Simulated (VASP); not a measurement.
Ti, 2 atoms in the cell. Symmetry: C2/m, No. 12, monoclinic system. Conventional cell: a = 4.972 Å, b = 2.871 Å, c = 4.972 Å, α = 90.00°, β = 109.47°, γ = 90.00°. Ti (site symmetry m) has 12 Ti at 2.79 to 2.96 Å within 3.7 Å.  This cell differs from its parent crystal: atoms displaced along a vibrational mode.

```yaml
Program: VASP 6.6.1
Task: single point
Functional: PBEsol
Potentials_or_basis: VASP PAW PBE potentials, release 64 (Ti_sv)
Cutoff: 520 eV
k_mesh: 18 × 18 × 20
Occupations: gaussian, width 0.15 eV
Spin: no spin polarisation
Dipole_correction: no
Further_INCAR_settings: ALGO = Fast; EDIFF = 1e-07; NBANDS = 19
```

Potentials or basis: VASP PAW PBE potentials, release 64 (Ti_sv).

The run is started by

```console
$ cat potpaw_PBE.64/Ti_sv/POTCAR > POTCAR
$ mpirun -np 1 vasp_std > vasp.out
```

Hardware: 1 thread of Intel(R) Xeon(R) Platinum 8488C (Sapphire Rapids), on a shared host.

**Question.** How long does it take, and how much memory?

**Answer.** Run time: 36 min on 1 thread of Intel(R) Xeon(R) Platinum 8488C (Sapphire Rapids), on a shared host, peak memory 0.93 GiB. Counts: scf iterations 47, k points 1721.
